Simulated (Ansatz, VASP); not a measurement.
One calculation of Pb, two programs

File INCAR:

```
ALGO = Normal ; EDIFF = 1E-6
ENCUT = 520 ; GGA = PE
ISIF = 2 ; ISMEAR = -1
LASPH = True ; LCHARG = True
LELF = True ; LREAL = False
LVHAR = True ; LWAVE = False
NBANDS = 21 ; NELM = 100
PREC = Accurate ; SIGMA = 0.05
```

File KPOINTS:

```
k-points
0
Gamma
  14 14 8
```

File POSCAR:

```
Pb
1.0
    2.9823702452      0.0000000001      0.0000000000
   -1.4911851227      2.5828083958      0.0000000000
    0.0000000000      0.0000000000      4.9580765188
Pb
2
Direct
    0.3333333333      0.6666666667      0.2500000000
    0.6666666667      0.3333333333      0.7500000000
```

Input for Ansatz:

```yaml
crystal:
  lattice:
    - [2.9823702452, 1.0e-10, 0.0]
    - [-1.4911851227, 2.5828083958, 0.0]
    - [0.0, 0.0, 4.9580765188]
  atoms:
    - { symbol: Pb, position: [0.3333333333, 0.6666666667, 0.25] }
    - { symbol: Pb, position: [0.6666666667, 0.3333333333, 0.75] }
kpoints:
  mp_grid: { grid: [14, 14, 8] }
scf:
  occupations: { method: fermi_dirac, width: 0.05 }
hamiltonian:
  xc: pbe
  pseudopotentials: { kind: all_electron, lapw: { basis_error: 0.001 } }
output:
  forces: true
  stress: true
  eigenvalues: true
  populations: true
```

Change from the starting cell: volume scaled by 0.6, LAPW.

Alike in both runs: task single point; functional PBE; k mesh 14 × 14 × 8; occupations fermi-dirac, width 0.05 eV; no spin polarisation.

```csv
,VASP,Ansatz
version,VASP 6.6.1,Ansatz 0.2.0
potentials or method,"VASP PAW PBE potentials, release 64 (Pb_d), cutoff 520 eV","all-electron LAPW, scalar-relativistic"
```

|  | VASP | Ansatz | Ansatz less VASP |
| --- | --- | --- | --- |
| pressure (GPa) | 70.7 | 70.8 | +0.14 |

Both programs put the cell under a high pressure, so it lies far from rest at this level. Ansatz ran all-electron here, and VASP with PAW potentials.

Spin-orbit coupling is off throughout. Noted on VASP's run: the cell as given lies far from equilibrium.
